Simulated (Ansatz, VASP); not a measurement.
## One calculation of Ba, two programs

File INCAR:

```
  PREC = Accurate
  ENCUT = 520
  EDIFF = 1E-7
  ISMEAR = -1
  SIGMA = 0.1
  LREAL = False
  LASPH = True
  NELM = 100
  ALGO = Normal
  ISIF = 2
  LWAVE = False
  LCHARG = False
  GGA = PE
  NBANDS = 28
```

Contents of KPOINTS:

```
Automatic mesh
0
Gamma
  9 9 3
```

File POSCAR:

```
Ba
1.0
    4.4921103160      0.0000000000      0.0000000000
   -2.2460551580      3.8902816502      0.0000000000
    0.0000000000      0.0000000000     14.6712345366
Ba
4
Direct
    0.0000000000      1.0000000000      0.0000000000
    0.0000000000      1.0000000000      0.5000000000
    0.3333333333      0.6666666667      0.2500000000
    0.6666666667      0.3333333333      0.7500000000
```

Input for Ansatz:

```yaml
crystal:
  lattice:
    - [4.492110316, 0.0, 0.0]
    - [-2.246055158, 3.8902816502, 0.0]
    - [0.0, 0.0, 14.6712345366]
  atoms:
    - { symbol: Ba, position: [0.0, 1.0, 0.0] }
    - { symbol: Ba, position: [0.0, 1.0, 0.5] }
    - { symbol: Ba, position: [0.3333333333, 0.6666666667, 0.25] }
    - { symbol: Ba, position: [0.6666666667, 0.3333333333, 0.75] }
hamiltonian:
  xc: pbe
  pseudopotentials:
    kind: paw
    azcp:
      Ba: "pseudopotentials/Ba.paw.azcp"
basis:
  ecutwfc: 420
  fft_grid_basis: typed
kpoints:
  mp_grid: { grid: [9, 9, 3], shift: [0, 0, 0] }
magnetization:
  spin_polarized: false
scf:
  occupations: { method: fermi_dirac, width: 0.1 }
  lower_state_search: "off"
output:
  stress: true
  write_density: true
  write_potential: true
  elf: true
  volumetric_format: npy
```

Alike in both runs: task single point; functional PBE; k mesh 9 × 9 × 3; occupations fermi-dirac, width 0.1 eV; no spin polarisation.

|  | VASP | Ansatz |
| --- | --- | --- |
| version | VASP 6.6.1 | Ansatz 0.2.0 |
| potentials or method | VASP PAW PBE potentials, release 64 (Ba_sv), cutoff 520 eV | plane waves (420 eV) with PAW, scalar-relativistic |
| valence electrons in the cell | 40 | 40 |

|  | VASP | Ansatz | Ansatz less VASP |
| --- | --- | --- | --- |
| pressure (GPa) | 0.1 | 0.0 | -0.05 |

Spin-orbit coupling is off throughout.
